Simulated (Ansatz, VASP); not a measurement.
## Two plane-wave programs on MgO

Contents of INCAR:

```
SYSTEM = MgO
  PREC = Accurate
  ENCUT = 600
  EDIFF = 1E-6
  ISMEAR = 0
  SIGMA = 0.1
  LREAL = .False.
  LASPH = .True.
  NELM = 120
  ALGO = Normal
  ISIF = 2
  LWAVE = .False.
  LCHARG = .False.
  GGA = RP
  NBANDS = 11
  GGA_COMPAT = .False.
```

File KPOINTS:

```
regular mesh
0
Gamma
  6 6 6
  0 0 0
```

File POSCAR:

```
MgO
1.0
    2.9380209034      0.0000000000      0.0000000000
   -1.4690104517      2.5444007392      0.0000000000
    0.0000000000      0.0000000000      2.6796800000
Mg O
1 1
Direct
    0.0000000000      0.0000000000      0.0000000000
    0.3333333333      0.6666666667      0.5000000000
```

Input for Ansatz:

```yaml
crystal:
  lattice:
    - [2.9380209034, 0.0, 0.0]
    - [-1.4690104517, 2.5444007392, 0.0]
    - [0.0, 0.0, 2.67968]
  atoms:
    - { symbol: Mg, position: [0.0, 0.0, 0.0] }
    - { symbol: O, position: [0.3333333333, 0.6666666667, 0.5] }
basis:
  ecutwfc: 420
kpoints:
  mp_grid: { grid: [6, 6, 6] }
hamiltonian:
  xc: rpbe
scf:
  occupations: { method: gaussian, width: 0.1 }
output:
  forces: true
  stress: true
  eigenvalues: true
```

Alike in both runs: task single point; functional RPBE; k mesh 6 × 6 × 6; occupations gaussian, width 0.1 eV; no spin polarisation.

|  | VASP | Ansatz |
| --- | --- | --- |
| version | VASP 6.6.1 | Ansatz 0.2.0 |
| potentials or method | VASP PAW PBE potentials, release 64 (Mg, O), cutoff 600 eV | scalar-relativistic, plane waves, PAW |
| valence electrons in the cell | 8 | 16 |

Ansatz gave:

```
gap on the k mesh at the Fermi level (eV)                     : 3.13
least direct gap on the mesh (eV)                             : 3.52
pressure (GPa)                                                : 4.3
traceless stress, the component that is largest in VASP (GPa) : 0.41
```

Problem. What did VASP give for the same quantities?

Solution. gap on the k mesh at the Fermi level (eV): 3.10; least direct gap on the mesh (eV): 3.49; pressure (GPa): 3.2; traceless stress, the component that is largest in VASP (GPa): 0.32.

VASP's potentials were made for PBE, not for RPBE. The functional is the same, so the differences come from potentials, cutoffs and numerics. VASP's potentials hold 8 valence electrons a cell and Ansatz's 16, so a difference there can come from the potentials and not from the codes.
